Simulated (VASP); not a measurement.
Here is a VASP 6.6.1 calculation.

File INCAR:

```
SYSTEM = Ge4N
PREC = Accurate
ENCUT = 520
EDIFF = 1E-6
ISMEAR = 0
SIGMA = 0.1
LREAL = .False.
LASPH = .True.
NELM = 60
ALGO = Normal
ISIF = 2
LWAVE = .False.
LCHARG = .False.
LDIPOL = .True.
IDIPOL = 3
DIPOL = 0.5 0.5 0.350
GGA = PE
NBANDS = 38
```

The input KPOINTS:

```
regular mesh
0
Gamma
  7 7 1
  0 0 0
```

POSCAR

```
Ge4N
1.0
    4.0740542166      0.0000000000      0.0000000000
    0.0000000000      4.0740542166      0.0000000000
    0.0000000000      0.0000000000     19.8557568530
Ge N
4 1
Direct
    0.0000000000      0.5000000000      0.2014529101
    0.0000000000      0.0000000000      0.2739958855
    0.5000000000      0.0000000000      0.3493666166
    0.5000000000      0.5000000000      0.4208228835
    0.5000000000      0.5000000000      0.5067822815
```

Potentials or basis: VASP PAW PBE potentials, release 64 (Ge_d, N).

Run with:

```console
$ cat potpaw_PBE.64/Ge_d/POTCAR potpaw_PBE.64/N/POTCAR > POTCAR
$ mpirun -np 1 vasp_std > vasp.out
```

Question: What does it give for the largest force?

Answer: 0.622 eV/Å.

Forces on the atoms (eV/Å):
```
Ge   0.000  0.000 -0.197
Ge   0.000  0.000  0.387
Ge   0.000  0.000 -0.622
Ge   0.000  0.000  0.554
N    0.000  0.000 -0.123
```
